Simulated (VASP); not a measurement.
Runs of VASP 6.6.1 on Ba. The structure is that of space group Fm-3m (No. 225), or close to it. The cells are those of the table. 

```csv
task,cell,k mesh,cutoff (eV),gap on the mesh (eV),pressure (GPa)
single point,"a = 4.682 Å, angles 60.0°, 1 atom",10 × 10 × 10,520,none,(b)
single point,"a = 4.623 Å, angles 60.0°, 1 atom",10 × 10 × 10,520,none,-0.2
single point,"a = 4.563 Å, angles 60.0°, 1 atom",9 × 9 × 9,520,none,0.1
single point,"a = 4.739 Å, angles 60.0°, 1 atom",10 × 10 × 10,520,none,(a)
single point,"a = 4.438 Å, angles 60.0°, 1 atom",10 × 10 × 10,520,none,0.8
single point,"a = 4.373 Å, angles 60.0°, 1 atom",10 × 10 × 10,520,none,1.3
relaxation of cell and atoms,"relaxed from a = 4.454 Å, angles 60.0°, 1 atom",9 × 9 × 9,600,none,0.0
```

Alike in all rows: level BLYP; potentials or basis VASP PAW PBE potentials, release 64 (Ba_sv); no spin polarisation; smearing fermi-dirac 0.1 eV.

**Question.** Fill in the values left out.

**Answer.** (a) -0.7; (b) -0.5.

Caveats: the PAW data sets were made with another functional, which shifts forces and pressure a little; spin-orbit coupling is left out, which moves the levels of the heavy elements.

A k mesh can miss the band edges, and the runs leave out spin-orbit coupling on Ba.

A gap of «none» marks levels without a gap at the run's occupations.
